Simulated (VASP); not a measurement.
# Os (Fm-3m) in VASP: a series of runs, part 2 of 2

VASP 6.6.1. Earlier steps stand in the parts before.

## (4) Electric field gradients, PBEsol (14.86 Å³/atom)

This run uses another cell than the first one, of 14.86 Å³/atom.

INCAR

```
SYSTEM = Os
  PREC = Accurate
  ENCUT = 520
  EDIFF = 1E-8
  ISMEAR = -1
  SIGMA = 0.03
  LREAL = .False.
  LASPH = .True.
  NELM = 80
  ALGO = Normal
  ISIF = 2
  LWAVE = .False.
  LCHARG = .False.
  GGA = PS
  LEFG = .True.
  NBANDS = 10
```

KPOINTS

```
regular mesh
0
Gamma
  14 14 14
  0 0 0
```

POSCAR

```
Os
1.0
    0.0000000000      1.9514618415      1.9514618415
    1.9514618415      0.0000000000      1.9514618415
    1.9514618415      1.9514618415      0.0000000000
Os
1
Direct
    0.0000000000      0.0000000000      0.0000000000
```

Potentials or basis: VASP PAW PBE potentials, release 64 (Os).

Run with:

```bash
> cat potpaw_PBE.64/Os/POTCAR > POTCAR
> mpirun -np 1 vasp_std > vasp.out
```

OUTCAR:

```text
SYSTEM = Os
   PREC = Accurate
   ENCUT = 520
   EDIFF = 1E-8
   ISMEAR = -1
   LREAL = .False.
   LASPH = .True.
   NELM = 80
   ISIF = 2
   GGA = PS

 ion  position               nearest neighbor table
   1  0.000  0.000  0.000-

  LATTYP: Found a face centered cubic cell.
 ALAT       =     3.9029236830

  Lattice vectors:

 A1 = (   0.0000000000,   1.9514618415,   1.9514618415)
 A2 = (   1.9514618415,   0.0000000000,   1.9514618415)
 A3 = (   1.9514618415,   1.9514618415,   0.0000000000)

Analysis of symmetry for initial positions (statically):
=====================================================================
 Subroutine PRICEL returns:
 Original cell was already a primitive cell.

 Routine SETGRP: Setting up the symmetry group for a
 face centered cubic supercell.

 Subroutine GETGRP returns: Found 48 space group operations
 (whereof 48 operations were pure point group operations)
 out of a pool of 48 trial point group operations.

The static configuration has the point symmetry O_h .

Analysis of symmetry for dynamics (positions and initial velocities):
=====================================================================
 Subroutine PRICEL returns:
 Original cell was already a primitive cell.

 Routine SETGRP: Setting up the symmetry group for a
 face centered cubic supercell.

 Subroutine GETGRP returns: Found 48 space group operations
 (whereof 48 operations were pure point group operations)
 out of a pool of 48 trial point group operations.

The dynamic configuration has the point symmetry O_h .
[... 156 lines left out ...]
      3       5.5369      2.00000
      4       5.5369      2.00000
      5       8.3253      0.15788
      6       8.3253      0.15788
      7      22.5984      0.00000
      8      28.0362      0.00000
      9      28.0362      0.00000
     10      28.0362      0.00000
[... 287 lines left out ...]
 k-point    24 :       0.2857    0.1429    0.0000
  band No.  band energies     occupation
      1       0.6921      2.00000
      2       4.0976      2.00000
      3       5.8683      2.00000
      4       6.6682      2.00000
      5       8.0144      1.99926
      6       9.3084      0.00000
      7      23.4230      0.00000
      8      26.4102      0.00000
      9      28.4841      0.00000
     10      29.3536      0.00000

 [... further k-points ...]

------------------------ aborting loop because EDIFF is reached ----------------------------------------

  FORCE on cell =-STRESS in cart. coord.  units (eV):
  Direction    XX          YY          ZZ          XY          YZ          ZX
  --------------------------------------------------------------------------------------
  -------------------------------------------------------------------------------------
  Total       -2.1544017     -2.1544017     -2.1544017      0.0000000      0.0000000      0.0000000
  in kB     -232.2346838   -232.2346838   -232.2346838      0.0000000      0.0000000      0.0000000
  external PRESSURE =    -232.2346838 kB  Pullay stress =       0.0000000 kB

 VOLUME and BASIS-vectors are now :
 -----------------------------------------------------------------------------
  energy-cutoff  :      520.00
  volume of cell :       14.86
      direct lattice vectors                 reciprocal lattice vectors
     0.000000000  1.951461842  1.951461842    -0.256218179  0.256218179  0.256218179
     1.951461842  0.000000000  1.951461842     0.256218179 -0.256218179  0.256218179
     1.951461842  1.951461842  0.000000000     0.256218179  0.256218179 -0.256218179

 POSITION                                       TOTAL-FORCE (eV/Angst)
 -----------------------------------------------------------------------------------
      0.00000      0.00000      0.00000         0.000000      0.000000     -0.000000
 -----------------------------------------------------------------------------------
    total drift:                               -0.000000      0.000000     -0.000000

  FREE ENERGIE OF THE ION-ELECTRON SYSTEM (eV)
  ---------------------------------------------------
  free  energy   TOTEN  =       -12.0242598656 eV

  energy  without entropy=      -12.0196505562  energy(sigma->0) =      -12.02195521

 Electric field gradients (V/A^2)
---------------------------------------------------------------------
 ion       V_xx      V_yy      V_zz      V_xy      V_xz      V_yz
---------------------------------------------------------------------
   1      -0.000     0.000     0.000     0.000     0.000     0.000
---------------------------------------------------------------------

 Electric field gradients after diagonalization (V/A^2)
 (convention: |V_zz| > |V_xx| > |V_yy|)
----------------------------------------------------------------------
 ion       V_xx      V_yy      V_zz     asymmetry (V_yy - V_xx)/ V_zz
----------------------------------------------------------------------
   1      -0.000    -0.000     0.000       0.000
----------------------------------------------------------------------

           NMR quadrupolar parameters

 Cq : quadrupolar parameter    Cq=e*Q*V_zz/h
 eta: asymmetry parameters     (V_yy - V_xx)/ V_zz
 Q  : nuclear electric quadrupole moment in mb (millibarn)
----------------------------------------------------------------------
 ion       Cq(MHz)       eta       Q (mb)
----------------------------------------------------------------------
   1       0.000       0.000       1.000
----------------------------------------------------------------------
```

stdout:

```text
POSCAR found type information on POSCAR Os
 POSCAR found :  1 types and       1 ions
 scaLAPACK will be used
 -----------------------------------------------------------------------------
|                                                                             |
|                                                                             |
|     You enforced a specific xc type in the INCAR file but a different       |
|     I HOPE YOU KNOW WHAT YOU ARE DOING!                                     |
|                                                                             |
 -----------------------------------------------------------------------------

 LDA part: xc-table for (Slater+PW92), standard interpolation
 POSCAR, INCAR and KPOINTS ok, starting setup
 FFT: planning ... GRIDC
 FFT: planning ... GRID_SOFT
 FFT: planning ... GRID
 WAVECAR not read
 entering main loop
ion   1
```

Wall time 19 s (1 thread of Intel Xeon 8259CL, shared host); peak memory 0.15 GiB.

What came out:

* Free energy: -12.0243 eV
* Pressure: -23.2 GPa
* Band gap on the k mesh: zero (bands 4 and 5 overlap by 3.44 eV)
* Largest electric field gradient by atom: zero within the noise of the run

Caveat: the cell stands under tension; the PAW data sets were made with another functional, which shifts forces and pressure a little; spin-orbit coupling is left out, which moves the levels of the heavy elements.

## (5) Electric field gradients, PBEsol (14.57 Å³/atom)

This run uses another cell than the first one, of 14.57 Å³/atom.

INCAR

```
PREC = Accurate ; ENCUT = 520
EDIFF = 1E-8 ; ISMEAR = -1
SIGMA = 0.03 ; LREAL = F
LASPH = T ; NELM = 60
ALGO = Normal ; ISIF = 2
LWAVE = F ; LCHARG = F
GGA = PS ; LEFG = T
NBANDS = 10
```

KPOINTS

```
Automatic mesh
0
Gamma
  14 14 14
```

POSCAR

```
Os
1.0
    0.0000000000      1.9384949347      1.9384949347
    1.9384949347      0.0000000000      1.9384949347
    1.9384949347      1.9384949347      0.0000000000
Os
1
Direct
    0.0000000000      0.0000000000      0.0000000000
```

Potentials or basis: VASP PAW PBE potentials, release 64 (Os).

Run with:

```bash
> cat potpaw_PBE.64/Os/POTCAR > POTCAR
> mpirun -np 1 vasp_std > vasp.out
```

OUTCAR:

```text
PREC = Accurate
   ENCUT = 520
   EDIFF = 1E-8
   ISMEAR = -1
   LREAL = F
   LASPH = T
   NELM = 60
   ISIF = 2
   GGA = PS

 ion  position               nearest neighbor table
   1  0.000  0.000  0.000-

  LATTYP: Found a face centered cubic cell.
 ALAT       =     3.8769898694

  Lattice vectors:

 A1 = (   0.0000000000,   1.9384949347,   1.9384949347)
 A2 = (   1.9384949347,   0.0000000000,   1.9384949347)
[... 517 lines left out ...]
    total drift:                                0.000000      0.000000     -0.000000

  FREE ENERGIE OF THE ION-ELECTRON SYSTEM (eV)
  ---------------------------------------------------
  free  energy   TOTEN  =       -12.0606897675 eV

  energy  without entropy=      -12.0561353750  energy(sigma->0) =      -12.05841257

 Electric field gradients (V/A^2)
---------------------------------------------------------------------
 ion       V_xx      V_yy      V_zz      V_xy      V_xz      V_yz
---------------------------------------------------------------------
   1      -0.000    -0.000     0.000    -0.000    -0.000    -0.000
---------------------------------------------------------------------

 Electric field gradients after diagonalization (V/A^2)
 (convention: |V_zz| > |V_xx| > |V_yy|)
----------------------------------------------------------------------
 ion       V_xx      V_yy      V_zz     asymmetry (V_yy - V_xx)/ V_zz
----------------------------------------------------------------------
   1       0.000     0.000    -0.000       0.000
----------------------------------------------------------------------

           NMR quadrupolar parameters

 Cq : quadrupolar parameter    Cq=e*Q*V_zz/h
 eta: asymmetry parameters     (V_yy - V_xx)/ V_zz
 Q  : nuclear electric quadrupole moment in mb (millibarn)
----------------------------------------------------------------------
 ion       Cq(MHz)       eta       Q (mb)
----------------------------------------------------------------------
   1      -0.000       0.000       1.000
----------------------------------------------------------------------
```

OSZICAR:

```text
N       E                     dE             d eps       ncg     rms          rms(c)
DAV:   1     0.339604565954E+02    0.33960E+02   -0.42311E+03  2138   0.741E+02
DAV:   2    -0.118248176170E+02   -0.45785E+02   -0.43058E+02  2136   0.199E+02
DAV:   3    -0.128502687368E+02   -0.10255E+01   -0.10143E+01  2452   0.275E+01
DAV:   4    -0.128530098317E+02   -0.27411E-02   -0.27406E-02  2282   0.155E+00
DAV:   5    -0.128530189028E+02   -0.90710E-05   -0.90713E-05  2290   0.821E-02    0.157E+01
DAV:   6    -0.122292105027E+02    0.62381E+00   -0.75154E-01  2480   0.684E+00    0.665E+00
DAV:   7    -0.120655636550E+02    0.16365E+00   -0.45987E-01  2558   0.509E+00    0.376E-01
DAV:   8    -0.120623372697E+02    0.32264E-02   -0.20308E-03  2162   0.365E-01    0.255E-01
DAV:   9    -0.120606930291E+02    0.16442E-02   -0.79441E-04  2270   0.304E-01    0.279E-02
DAV:  10    -0.120606926246E+02    0.40447E-06   -0.87670E-06  2288   0.217E-02    0.101E-02
DAV:  11    -0.120606898064E+02    0.28182E-05   -0.80359E-07  2278   0.132E-02    0.172E-03
DAV:  12    -0.120606897620E+02    0.44348E-07   -0.57516E-09  1488   0.673E-04    0.287E-04
DAV:  13    -0.120606897675E+02   -0.54873E-08   -0.44371E-10  1150   0.226E-04
   1 F= -.12060690E+02 E0= -.12058413E+02  d E =-.455439E-02
```

Wall time 19 s (1 thread of Intel Xeon 8259CL, shared host); peak memory 0.13 GiB.

What came out:

```
Free energy                             : -12.0607 eV
Pressure                                : -16.6 GPa
Band gap on the k mesh                  : zero (bands 4 and 5 overlap by 3.54 eV)
Largest electric field gradient by atom : zero within the noise of the run
```

Caveat: the cell stands under tension; the PAW data sets were made with another functional, which shifts forces and pressure a little; spin-orbit coupling is left out, which moves the levels of the heavy elements.

## (6) Summary

| cell | gap on the mesh (eV) | pressure (GPa) |
| --- | --- | --- |
| a = 2.732 Å, angles 60.0°, 1 atom | none | -12.9 |
| a = 2.760 Å, angles 60.0°, 1 atom | none | -23.2 |
| a = 2.741 Å, angles 60.0°, 1 atom | none | -16.6 |

Alike in all rows: task electric field gradients; level PBEsol; potentials or basis VASP PAW PBE potentials, release 64 (Os); no spin polarisation; k mesh 14 × 14 × 14; cutoff (eV) 520; smearing fermi-dirac 0.03 eV.

Caveats: the cell stands under tension; the PAW data sets were made with another functional, which shifts forces and pressure a little; spin-orbit coupling is left out, which moves the levels of the heavy elements.

Total energies depend on the potentials used, so only differences within one code and one set of settings carry meaning.
